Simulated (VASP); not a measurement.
A run of VASP 6.6.1 is set up as follows.

The input INCAR:

```
AGGAC = 1.0
AGGAX = 1.0
ALDAC = 0.0
ALDAX = 1.0
ALGO = Normal
EDIFF = 1E-6
ENCUT = 520
GGA = B5
ISIF = 2
ISMEAR = -1
LASPH = True
LCHARG = False
LREAL = False
LWAVE = False
NBANDS = 36
NELM = 100
PREC = Accurate
SIGMA = 0.05
```

KPOINTS

```
k-points
0
Gamma
  8 8 4
```

Contents of POSCAR:

```
Ge
1.0
    4.1475647339      0.0000000000      0.0000000000
   -2.0737823670      3.5918964234      0.0000000000
    0.0000000000      0.0000000000      6.8244281799
Ge
4
Direct
    0.3333333333      0.6666666667      0.9374881553
    0.6666666667      0.3333333333      0.4374881553
    0.3333333333      0.6666666667      0.5625118447
    0.6666666667      0.3333333333      0.0625118447
```

Potentials or basis: VASP PAW PBE potentials, release 64 (Ge_d).

Run with:

```bash
$ cat potpaw_PBE.64/Ge_d/POTCAR > POTCAR
$ mpirun -np 1 vasp_std > vasp.out
```

(1) Estimate the band gap on the k mesh.

(2) Predict the pressure.

Results:

(1) zero (bands 28 and 29 overlap by 0.08 eV).

(2) 0.1 GPa.

Caveat: semilocal functionals underestimate gaps, so a narrow gap can read as zero; the PAW data sets were made with another functional, which shifts forces and pressure a little.
